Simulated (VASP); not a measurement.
Be, 1 atom in the cell. The structure is tetragonal, space group I4/mmm (No. 139). The conventional cell has a = 2.556 Å, b = 2.556 Å, c = 2.506 Å, α = 90.00°, β = 90.00°, γ = 90.00°. Within 2.9 Å of Be (site symmetry 4/mmm) lie 14 Be at 2.20 to 2.56 Å.  This cell differs from its parent crystal: equal xx and yy strain of +2 %.

| Property | Result |
| --- | --- |
| Program | VASP 6.6.1 |
| Task | electric field gradients |
| Functional | PBEsol |
| Potentials or basis | VASP PAW PBE potentials, release 64 (Be) |
| Cutoff | 520 eV |
| k mesh | 23 × 23 × 23 |
| Occupations | fermi-dirac, width 0.03 eV |
| Spin | no spin polarisation |
| Dipole correction | no |
| Further INCAR settings | ALGO = Normal; EDIFF = 1e-08; NBANDS = 7 |

Potentials or basis: VASP PAW PBE potentials, release 64 (Be).

Launch:

```sh
$ cat potpaw_PBE.64/Be/POTCAR > POTCAR
$ mpirun -np 1 vasp_std > vasp.out
```

Hardware: 1 thread of Intel(R) Xeon(R) Platinum 8488C (Sapphire Rapids), on a shared host.

Q: Estimate the wall time of this run.

A: Wall time 16 s on 1 thread of Intel(R) Xeon(R) Platinum 8488C (Sapphire Rapids), on a shared host, peak memory 0.15 GiB. Counts: scf iterations 12, k points 936.
